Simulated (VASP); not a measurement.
Runs of VASP 6.6.1 on Pt. The structure is that of space group Im-3m (No. 229), or close to it. The cells are those of the table. 

```csv
task,cell,k mesh for the DOS,occupations for the DOS,gap on the mesh (eV),pressure (GPa)
single point,"a = 2.594 Å, angles 109.5°, 1 atom",-,-,none,42.1
single point,"a = 2.386 Å, angles 109.5°, 1 atom",-,-,none,(a)
single point,"a = 2.266 Å, angles 109.5°, 1 atom",-,-,none,553.7
single point,"a = 2.687 Å, angles 109.5°, 1 atom",-,-,none,0.7
```

Alike in all rows: level LDA; potentials or basis VASP PAW LDA potentials, release 64 (Pt); no spin polarisation; k mesh 19 × 19 × 19; cutoff (eV) 520; smearing fermi-dirac 0.1 eV.

Estimate the missing entries.

(a) 266.6.

Caveats: spin-orbit coupling is left out, which moves the levels of the heavy elements.

A k mesh can miss the band edges, and the runs leave out spin-orbit coupling on Pt.

A gap of «none» marks levels without a gap at the run's occupations.
